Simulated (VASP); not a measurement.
# Hf4N2O (P-3m1) in VASP: relaxation of cell and atoms with PBE

Aim: the relaxation of cell and atoms of Hf4N2O with PBE.

Program: VASP 6.6.1. These are calculated values, not measurements. Logs are shortened: lines on timing, memory, paths and dates and some standing lists are left out, and cuts for length are marked.

## Step 1: The cell of the first run

It takes space group P-3m1 (No. 164, trigonal). Conventional cell: a = 3.183 Å, b = 3.183 Å, c = 10.782 Å, α = 90.00°, β = 90.00°, γ = 120.00°. Within 3.0 Å of Hf (site symmetry 3m) lie 3 N at 2.25 Å and 3 O at 2.36 Å. Within 3.0 Å of Hf (site symmetry 3m) lie 3 N at 2.27 Å. Within 3.0 Å of N (site symmetry 3m) lie 6 Hf at 2.25 to 2.27 Å and 1 O at 2.77 Å. O (site symmetry -3m) has 6 Hf at 2.36 Å and 2 N at 2.77 Å and 6 O at 3.18 Å within 3.2 Å.

## Step 2: Relaxation of cell and atoms, PBE (with an interstitial atom)

INCAR

```
  PREC = Accurate
  ENCUT = 600
  EDIFF = 1E-7
  ISMEAR = 0
  SIGMA = 0.1
  LREAL = False
  LASPH = True
  NELM = 80
  ALGO = Normal
  ISIF = 3
  LWAVE = False
  LCHARG = False
  GGA = PE
  IBRION = 2
  NSW = 100
  EDIFFG = -0.01
```

KPOINTS

```
regular mesh
0
Gamma
  12 12 4
```

POSCAR

```
Hf4N2O
1.0
    3.1829152565      0.0000000000      0.0000000000
   -1.5914576283      2.7564854703      0.0000000000
    0.0000000000      0.0000000000     10.7821540192
Hf N O
4 2 1
Direct
    0.6666666667      0.3333333333      0.8631127665
    0.6666666667      0.3333333333      0.3805035487
    0.3333333333      0.6666666667      0.1368872335
    0.3333333333      0.6666666667      0.6194964513
    0.0000000000      0.0000000000      0.7430182437
    0.0000000000      0.0000000000      0.2569817563
    0.0000000000      0.0000000000      0.0000000000
```

Potentials or basis: VASP PAW PBE potentials, release 64 (Hf_pv, N, O).

On the command line:

```
> cat potpaw_PBE.64/Hf_pv/POTCAR potpaw_PBE.64/N/POTCAR potpaw_PBE.64/O/POTCAR > POTCAR
> mpirun -np 1 vasp_std > vasp.out
```

OUTCAR:

```text
PREC = Accurate
   ENCUT = 600
   EDIFF = 1E-7
   ISMEAR = 0
   LREAL = False
   LASPH = True
   NELM = 80
   ISIF = 3
   GGA = PE
   IBRION = 2
   NSW = 100
   EDIFFG = -0.01

 ion  position               nearest neighbor table
   1  0.667  0.333  0.863-   5 2.25   5 2.25   5 2.25   7 2.36   7 2.36   7 2.36   4 3.21   4 3.21
                             4 3.21   3 3.48   3 3.48   3 3.48
   2  0.667  0.333  0.381-   6 2.27   6 2.27   6 2.27   4 3.16   4 3.16   4 3.16   3 3.21   3 3.21
                             3 3.21
   3  0.333  0.667  0.137-   6 2.25   6 2.25   6 2.25   7 2.36   7 2.36   7 2.36   2 3.21   2 3.21
                             2 3.21   1 3.48   1 3.48   1 3.48
   4  0.333  0.667  0.619-   5 2.27   5 2.27   5 2.27   2 3.16   2 3.16   2 3.16   1 3.21   1 3.21
                             1 3.21
   5  0.000  0.000  0.743-   1 2.25   1 2.25   1 2.25   4 2.27   4 2.27   4 2.27
   6  0.000  0.000  0.257-   3 2.25   3 2.25   3 2.25   2 2.27   2 2.27   2 2.27
   7  0.000  0.000  0.000-   1 2.36   3 2.36   1 2.36   3 2.36   1 2.36   3 2.36

  LATTYP: Found a hexagonal cell.
 ALAT       =     3.1829152565
 C/A-ratio  =     3.3875089816

  Lattice vectors:

 A1 = (   3.1829152565,   0.0000000000,   0.0000000000)
 A2 = (  -1.5914576283,   2.7564854703,   0.0000000000)
 A3 = (   0.0000000000,   0.0000000000,  10.7821540192)

Analysis of symmetry for initial positions (statically):
=====================================================================
 Subroutine PRICEL returns:
 Original cell was already a primitive cell.

 Routine SETGRP: Setting up the symmetry group for a
 hexagonal supercell.

 Subroutine GETGRP returns: Found 12 space group operations
 (whereof 12 operations were pure point group operations)
 out of a pool of 24 trial point group operations.

The static configuration has the point symmetry D_3d.

Analysis of symmetry for dynamics (positions and initial velocities):
=====================================================================
 Subroutine PRICEL returns:
 Original cell was already a primitive cell.

 Routine SETGRP: Setting up the symmetry group for a
 hexagonal supercell.

 Subroutine GETGRP returns: Found 12 space group operations
 (whereof 12 operations were pure point group operations)
 out of a pool of 24 trial point group operations.

The dynamic configuration has the point symmetry D_3d.

 Subroutine INISYM returns: Found 12 space group operations
 (whereof 12 operations are pure point group operations),
 and found     1 'primitive' translations

----------------------------------------------------------------------------------------

                                     Primitive cell

  volume of cell :      94.5989

  direct lattice vectors                    reciprocal lattice vectors
     3.182915256  0.000000000  0.000000000     0.314177388  0.181390399  0.000000000
    -1.591457628  2.756485470  0.000000000     0.000000000  0.362780799  0.000000000
     0.000000000  0.000000000 10.782154019     0.000000000  0.000000000  0.092745846

  length of vectors
     3.182915256  3.182915257 10.782154019     0.362780799  0.362780799  0.092745846

  position of ions in fractional coordinates (direct lattice)
     0.666666667  0.333333333  0.863112767
     0.666666667  0.333333333  0.380503549
     0.333333333  0.666666667  0.136887233
     0.333333333  0.666666667  0.619496451
     0.000000000  0.000000000  0.743018244
     0.000000000  0.000000000  0.256981756
     0.000000000  0.000000000  0.000000000

  ion indices of the primitive-cell ions
   primitive index   ion index
                 1           1
                 2           2
                 3           3
                 4           4
                 5           5
                 6           6
                 7           7

----------------------------------------------------------------------------------------

 KPOINTS: regular mesh

Automatic generation of k-mesh.
 Grid dimensions read from file:
 generate k-points for:   12   12    4

 Generating k-lattice:

  Cartesian coordinates                     Fractional coordinates (reciprocal lattice)
     0.026181449  0.015115867  0.000000000     0.083333333  0.000000000  0.000000000
     0.000000000  0.030231733  0.000000000     0.000000000  0.083333333  0.000000000
     0.000000000  0.000000000  0.023186462     0.000000000  0.000000000  0.250000000

  Length of vectors
     0.030231733  0.030231733  0.023186462

  Shift w.r.t. Gamma in fractional coordinates (k-lattice)
     0.000000000  0.000000000  0.000000000

 Subroutine IBZKPT returns following result:
 ===========================================

 Found     69 irreducible k-points:

 Following reciprocal coordinates:
            Coordinates               Weight
  0.000000  0.000000  0.000000      1.000000
  0.083333  0.000000  0.000000      6.000000
  0.166667  0.000000  0.000000      6.000000
  0.250000  0.000000  0.000000      6.000000
  0.333333 -0.000000  0.000000      6.000000
  0.416667 -0.000000  0.000000      6.000000
[... 16 lines left out ...]
  0.166667  0.000000  0.250000      6.000000
  0.000000  0.166667  0.250000      6.000000
 [... further k-points ...]
   k-points           NKPTS =     69   k-points in BZ     NKDIM =     69   number of bands    NBANDS=     33
   number of dos      NEDOS =    301   number of ions     NIONS =      7
   total plane-waves  NPLWV =  70560
   dimension x,y,z NGX =    28 NGY =   28 NGZ =   90
   dimension x,y,z NGXF=    56 NGYF=   56 NGZF=  180
   ions per type =               4   2   1
   NGX,Y,Z   is equivalent  to a cutoff of  14.62, 14.62, 13.88 a.u.
   NGXF,Y,Z  is equivalent  to a cutoff of  29.25, 29.25, 27.75 a.u.
 SYSTEM =  unknown system
   PREC   = accura    normal or accurate (medium, high low for compatibility)
   ISTART =      0    job   : 0-new  1-cont  2-samecut
   ICHARG =      2    charge: 1-file 2-atom 10-const
   ISPIN  =      1    spin polarized calculation?
   LNONCOLLINEAR =      F non collinear calculations
   LSORBIT =      F    spin-orbit coupling
   LASPH  =      T    aspherical Exc in radial PAW
   ENCUT  =  600.0 eV  44.10 Ry    6.64 a.u.   6.36  6.36 21.53*2*pi/ulx,y,z
   NELM   =     80;   NELMIN=  2; NELMDL= -5     # of ELM steps
   EDIFF  = 0.1E-06   stopping-criterion for ELM
   LREAL  =      F    real-space projection
   EDIFFG = -.1E-01   stopping-criterion for IOM
   NSW    =    100    number of steps for IOM
   IBRION =      2    ionic relax: 0-MD 1-quasi-New 2-CG
   NFREE  =      1    steps in history (QN), initial steepest desc. (CG)
   ISIF   =      3    stress and relaxation
   ISYM   =      2    0-nonsym 1-usesym 2-fastsym
   POTIM  = 0.5000    time-step for ionic-motion
   TEBEG  =    0.0;   TEEND  =   0.0 temperature during run
   PSTRESS=    0.0 pullay stress
   NELECT =      56.0000    total number of electrons
   NUPDOWN=      -1.0000    fix difference up-down
   EMIN   =  10.00;   EMAX   =-10.00  energy-range for DOS
   EFERMI =   0.00;   METHOD = LEGACY
   ISMEAR =     0;   SIGMA  =   0.10  broadening in eV -4-tet -1-fermi 0-gaus
   EFERMI_NEDOS =   21; number of points for ismear=-14 and -15
   IALGO  =     38    algorithm
   IMIX   =      4    mixing-type and parameters
     AMIX     =   0.40;   BMIX     =  1.00
     AMIX_MAG =   1.60;   BMIX_MAG =  1.00
  volume/ion in A,a.u.               =      13.51        91.20
  Fermi-wavevector in a.u.,A,eV,Ry     =   1.374597  2.597612 25.708440  1.889517
  Thomas-Fermi vector in A             =   2.500009
   LORBIT       =      0    0 simple, 1 ext, 2 COOP (PROOUT), +10 PAW based schemes
   GGA     = PE    functional components
   LHFCALC =     F    Hartree Fock is set to
   AEXX    =    0.0000 exact exchange contribution
   IVDW    =     0    specifies the selected vdW correction
   LEPSILON=     F    determine dielectric tensor
   LRPA    =     F    only Hartree local field effects (RPA)
 conjugate gradient relaxation of ions
 non-spin polarized calculation
 Gauss-broadening in eV      SIGMA  =   0.10
  energy-cutoff  :      600.00
  volume of cell :       94.60
 maximum number of plane-waves:      3183
 NGX is ok and might be reduce to    28
   NGX = 13   NGY = 13   NGZ = 43

--------------------------------------- Ionic step        1  -------------------------------------------

 number of electron      56.0000003 magnetization

 Free energy of the ion-electron system (eV)
  ---------------------------------------------------
  ext. energy  EPLUGINS =         0.00000000
  ---------------------------------------------------
  free energy    TOTEN  =       -73.19207536 eV

  energy without entropy =      -73.17710638  energy(sigma->0) =      -73.18459087

------------------------ aborting loop because EDIFF is reached ----------------------------------------

  FORCE on cell =-STRESS in cart. coord.  units (eV):
  Direction    XX          YY          ZZ          XY          YZ          ZX
  --------------------------------------------------------------------------------------
  -------------------------------------------------------------------------------------
  Total       -1.3239915     -1.3239915     -0.9789451      0.0000000      0.0000000      0.0000000
  in kB      -22.4238139    -22.4238139    -16.5799263      0.0000000      0.0000000      0.0000000
  external PRESSURE =     -20.4758514 kB  Pullay stress =       0.0000000 kB
[... 108 lines left out ...]
  energy  without entropy=      -73.1835802844  energy(sigma->0) =      -73.19092409

--------------------------------------- Ionic step        4  -------------------------------------------

 number of electron      56.0000003 magnetization

 Free energy of the ion-electron system (eV)
  ---------------------------------------------------
  ext. energy  EPLUGINS =         0.00000000
  ---------------------------------------------------
  free energy    TOTEN  =       -73.19859648 eV

  energy without entropy =      -73.18405991  energy(sigma->0) =      -73.19132820

 E-fermi :   6.9638     XC(G=0): -12.2567

 val. band max:        6.9400521929   @ k =   0.2500   0.0833   0.5000
 cond. band min:       6.9843254090   @ k =   0.0000   0.3333   0.2500
 fundamental gap:      0.0442732161
 Fermi energy:         6.9638216303

 k-point     1 :       0.0000    0.0000    0.0000
  band No.  band energies     occupation
      1     -24.9456      2.00000
      2     -24.6581      2.00000
      3     -24.1700      2.00000
      4     -24.1700      2.00000
      5     -24.1566      2.00000
      6     -24.1566      2.00000
[... 853 lines left out ...]
     32       8.5804      0.00000
     33       8.8050      0.00000

 [... further k-points ...]

------------------------ aborting loop because EDIFF is reached ----------------------------------------

  FORCE on cell =-STRESS in cart. coord.  units (eV):
  Direction    XX          YY          ZZ          XY          YZ          ZX
  --------------------------------------------------------------------------------------
  -------------------------------------------------------------------------------------
  Total       -0.0048384     -0.0048384      0.0121217      0.0000000      0.0000000      0.0000000
  in kB       -0.0827775     -0.0827775      0.2073841      0.0000000      0.0000000      0.0000000
  external PRESSURE =       0.0139430 kB  Pullay stress =       0.0000000 kB
[... 22 lines left out ...]
  FREE ENERGIE OF THE ION-ELECTRON SYSTEM (eV)
  ---------------------------------------------------
  free  energy   TOTEN  =       -73.1985964817 eV

  energy  without entropy=      -73.1840599099  energy(sigma->0) =      -73.19132820

 reached required accuracy - stopping structural energy minimisation
```

Run time: 9.8 min. Hardware: 1 thread of AMD EPYC 9R45 (Zen 5), shared host; peak memory 0.39 GiB.

What came out:

| Quantity | Value |
| --- | --- |
| Free energy | -73.1986 eV |
| Relaxed volume | 13.38 Å³/atom |
| Relaxed cell | a = 3.170 Å, b = 3.170 Å, c = 10.764 Å, α = 90.00°, β = 90.00°, γ = 120.00° |
| Space group after relaxing (to 0.1 Å) | P-3m1 (No. 164) |
| Energy gained by relaxing | 0.9 meV/atom |
| Ionic steps | 4 |
| Pressure after relaxing | 0.0 GPa |
| Largest force after relaxing | 0.007 eV/Å |
| Band gap on the k mesh | zero (bands 28 and 29 overlap by 0.77 eV) |

Forces on the atoms (eV/Å):
```
Hf   0.000  0.000 -0.002
Hf   0.000  0.000  0.007
Hf   0.000  0.000  0.002
Hf   0.000  0.000 -0.007
N    0.000  0.000  0.001
N    0.000  0.000 -0.001
O    0.000  0.000  0.000
```

Step by step:
| step | energy change (eV) | largest force (eV/Å) | pressure (GPa) | volume (Å³) |
| --- | --- | --- | --- | --- |
| 1 | 0.0000 | 0.0421 | -2.05 | 94.60 |
| 2 | 0.0087 | 0.1404 | 3.41 | 92.25 |
| 3 | -0.0062 | 0.0561 | 0.03 | 93.67 |
| 4 | -0.0065 | 0.0065 | 0.00 | 93.65 |

Final structure:
```
CELL_PARAMETERS angstrom
3.16959 0.00000 0.00000
-1.58479 2.74494 0.00000
0.00000 0.00000 10.76371
ATOMIC_POSITIONS crystal
Hf 0.66667 0.33333 0.86336
Hf 0.66667 0.33333 0.38054
Hf 0.33333 0.66667 0.13664
Hf 0.33333 0.66667 0.61946
N 0.00000 0.00000 0.74287
N 0.00000 0.00000 0.25713
O 0.00000 0.00000 0.00000
```

Caveat: the cell differs from its parent crystal (with an interstitial atom); spin-orbit coupling is left out, which moves the levels of the heavy elements.

The gap in the log of VASP goes by the Fermi energy; the results here count the filled bands.